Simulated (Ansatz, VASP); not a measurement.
One calculation of LiF, two programs

```
F Li
1.0
     0.00000    2.01400    2.01400
     2.01400    0.00000    2.01400
     2.01400    2.01400    0.00000
F Li
1 1
Direct
  0.50000 0.50000 0.50000
  0.00000 0.00000 0.00000
```

Alike in both runs: task single point; functional PBE-based screened hybrid; k mesh 6 × 6 × 6; occupations fermi-dirac, width 0.05 eV; no spin polarisation.

|  | VASP | Ansatz |
| --- | --- | --- |
| version | VASP 6.6.1 | Ansatz 0.2.0 |
| potentials or method | VASP PAW PBE potentials, release 64 (F, Li_sv) | Ansatz PAW |
| plane-wave cutoff (eV) | 520 | 420 |
| valence electrons in the cell | 10 | 10 |

```tsv
	VASP	Ansatz	Ansatz less VASP
gap on the k mesh at the Fermi level (eV)	10.94	10.95	+0.008
least direct gap on the mesh (eV)	10.94	10.95	+0.008
```

VASP's potentials were made for PBE, not for PBE-based screened hybrid.

The k mesh is coarse, so the values compare programs but aren't converged. Noted on VASP's run: the cutoff is short for stress, so the pressure is rough.
